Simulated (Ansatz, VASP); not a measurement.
ZrC in VASP and in Ansatz

INCAR

```
  PREC = Accurate
  ENCUT = 520
  EDIFF = 1E-6
  ISMEAR = 0
  SIGMA = 0.1
  LREAL = False
  LASPH = True
  NELM = 60
  ALGO = Normal
  ISIF = 2
  LWAVE = False
  LCHARG = False
  GGA = PE
  NBANDS = 24
```

KPOINTS

```
regular mesh
0
Gamma
  1 1 1
```

File POSCAR:

```
ZrC
1.0
    3.3610163770      0.0225336783     -0.0297603838
   -1.6609934507      2.8995745932      0.0295385661
   -0.0464204950      0.0264013670      5.3327853363
Zr C
2 2
Direct
    0.3369645723      0.6759919446      0.2460342711
    0.6890409237      0.3277515126      0.7461068543
    0.0336259924      0.0176998178     -0.0007423614
    0.0184618993      0.0045035743      0.4908744823
```

Input for Ansatz:

```yaml
crystal:
  lattice:
    - [3.361016377, 0.0225336783, -0.0297603838]
    - [-1.6609934507, 2.8995745932, 0.0295385661]
    - [-0.046420495, 0.026401367, 5.3327853363]
  atoms:
    - { symbol: Zr, position: [0.3369645723, 0.6759919446, 0.2460342711] }
    - { symbol: Zr, position: [0.6890409237, 0.3277515126, 0.7461068543] }
    - { symbol: C, position: [0.0336259924, 0.0176998178, -0.0007423614] }
    - { symbol: C, position: [0.0184618993, 0.0045035743, 0.4908744823] }
basis:
  ecutwfc: 420
kpoints:
  mp_grid: { grid: [1, 1, 1] }
hamiltonian:
  xc: pbe
scf:
  occupations: { method: gaussian, width: 0.1 }
output:
  forces: true
  stress: true
  eigenvalues: true
```

Change from the starting cell: kmesh displaced: [1, 1, 1] Gamma-centred.

Alike in both runs: task single point; functional PBE; k mesh 1 × 1 × 1; occupations gaussian, width 0.1 eV; no spin polarisation.

|  | VASP | Ansatz |
| --- | --- | --- |
| version | VASP 6.6.1 | Ansatz 0.2.0 |
| potentials or method | VASP PAW PBE potentials, release 64 (Zr_sv, C), cutoff 520 eV | scalar-relativistic, plane waves, PAW |
| valence electrons in the cell | 32 | 32 |

Ansatz gave:

- gap on the k mesh at the Fermi level (eV): 0.33
- least direct gap on the mesh (eV): 0.33
- pressure (GPa): 17.4
- traceless stress, the component that is largest in VASP (GPa): -56.05
- rms of the force components (eV/Å): 0.729

Which values does VASP return?

gap on the k mesh at the Fermi level (eV): 0.33; least direct gap on the mesh (eV): 0.33; pressure (GPa): 17.5; traceless stress, the component that is largest in VASP (GPa): -56.04; rms of the force components (eV/Å): 0.725.

Atom by atom the forces differ by 0.005 eV/Å (rms over components).

The k mesh is coarse, so the values compare programs but aren't converged.
